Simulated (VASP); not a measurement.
Write the native input for VASP 6.6.1 that does the following.

| Quantity | Value |
| --- | --- |
| Task | relaxation of cell and atoms |
| Functional | revPBE |
| Dispersion | D4 |
| Potentials or basis | VASP PAW PBE potentials, release 64 (Cl, Li_sv) |
| Cutoff | 600 eV |
| k mesh | 9 × 9 × 9 |
| Occupations | fermi-dirac, width 0.05 eV |
| Spin | no spin polarisation |
| Dipole correction | no |
| Further INCAR settings | ALGO = Normal; EDIFF = 1e-07; IBRION = 2; EDIFFG = -0.01; NSW = 60; ISIF = 3 |

The structure of LiCl lies in POSCAR:

```
LiCl
1.0
    0.0000000000      2.5647700000      2.5647700000
    2.5647700000      0.0000000000      2.5647700000
    2.5647700000      2.5647700000      0.0000000000
Cl Li
1 1
Direct
    0.5000000000      0.5000000000      0.5000000000
    0.0000000000      0.0000000000      0.0000000000
```

One way to write it, as run:

INCAR

```
PREC = Accurate
ENCUT = 600
EDIFF = 1E-7
ISMEAR = -1
SIGMA = 0.05
LREAL = False
LASPH = True
NELM = 60
ALGO = Normal
ISIF = 3
LWAVE = False
LCHARG = False
GGA = RE
IVDW = 13
IBRION = 2
NSW = 60
EDIFFG = -0.01
```

KPOINTS

```
regular mesh
0
Gamma
  9 9 9
```

Potentials or basis: VASP PAW PBE potentials, release 64 (Cl, Li_sv).

Command:

```sh
$ cat potpaw_PBE.64/Cl/POTCAR potpaw_PBE.64/Li_sv/POTCAR > POTCAR
$ mpirun -np 1 vasp_std > vasp.out
```

It gave:

```
Relaxed volume                        : 16.49 Å³/atom
Relaxed cell                          : a = 3.600 Å, b = 3.600 Å, c = 3.600 Å, α = 60.00°, β = 60.00°, γ = 60.00°
Space group after relaxing (to 0.1 Å) : Fm-3m (No. 225)
Energy gained by relaxing             : 0.9 meV/atom
Ionic steps                           : 3
Pressure after relaxing               : 0.0 GPa
Band gap on the k mesh                : 6.67 eV
Dispersion energy per atom            : -0.237 eV
```

Caveat: the cutoff is under 1.25 times the usual one of these potentials, so pressure, stress and relaxed cells hold a basis-set (Pulay) error; the PAW data sets were made with another functional, which shifts forces and pressure a little; an odd mesh through Γ misses points on the zone boundary, where band edges can lie.

It took 59 s on 1 thread of Intel Xeon 8259CL, with other jobs on the host, peak memory 0.17 GiB.
